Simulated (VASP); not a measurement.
Wanted: the native input for a VASP 6.6.1 run.

| Property | Result |
| --- | --- |
| Task | single point |
| Functional | PBE |
| Potentials or basis | VASP PAW PBE potentials, release 64 (Cu, O) |
| Cutoff | 600 eV |
| k mesh | 4 × 4 × 4 |
| Occupations | gaussian, width 0.01 eV |
| Spin | no spin polarisation |
| Dipole correction | no |
| Further INCAR settings | ALGO = Normal; EDIFF = 1e-06; NBANDS = 37 |

The structure of Cu2O (Cuprite) lies in POSCAR:

```
Cu2O
1.0
    4.2747853622      0.0000000000      0.0000000000
    0.0000000000      4.2747853622      0.0000000000
    0.0000000000      0.0000000000      4.2747853622
Cu O
4 2
Direct
    0.2500000000      0.2500000000      0.2500000000
    0.2500000000      0.7500000000      0.7500000000
    0.7500000000      0.7500000000      0.2500000000
    0.7500000000      0.2500000000      0.7500000000
    0.0000000000      0.0000000000      0.0000000000
    0.5000000000      0.5000000000      0.5000000000
```

These files were run (other wordings do the same):

INCAR

```
ALGO     = Normal         # electronic algorithm
EDIFF    = 1E-6           # SCF threshold, eV
ENCUT    = 600            # plane-wave cutoff, eV
GGA      = PE             # functional
GGA_COMPAT= F            
ISIF     = 2              # what is computed and relaxed
ISMEAR   = 0              # smearing method
LASPH    = T              # aspherical terms in the spheres
LCHARG   = F              # write CHGCAR
LREAL    = F              # projectors in reciprocal space
LWAVE    = F              # write WAVECAR
NBANDS   = 37             # bands
NELM     = 120            # most SCF steps
PREC     = Accurate       # precision mode
SIGMA    = 0.01           # smearing width, eV
```

KPOINTS

```
k-points
0
Gamma
  4 4 4
```

Potentials or basis: VASP PAW PBE potentials, release 64 (Cu, O).

Run with:

```bash
$ cat potpaw_PBE.64/Cu/POTCAR potpaw_PBE.64/O/POTCAR > POTCAR
$ mpirun -np 1 vasp_std > vasp.out
```

Results of the run:

```
Pressure               : 2.7 GPa
Band gap on the k mesh : 0.52 eV, direct
```

Wall time 34 s on 1 thread of Intel(R) Xeon(R) Platinum 8259CL CPU @ 2.50GHz (Skylake/Cascade Lake), with other jobs on the host, peak memory 0.2 GiB.
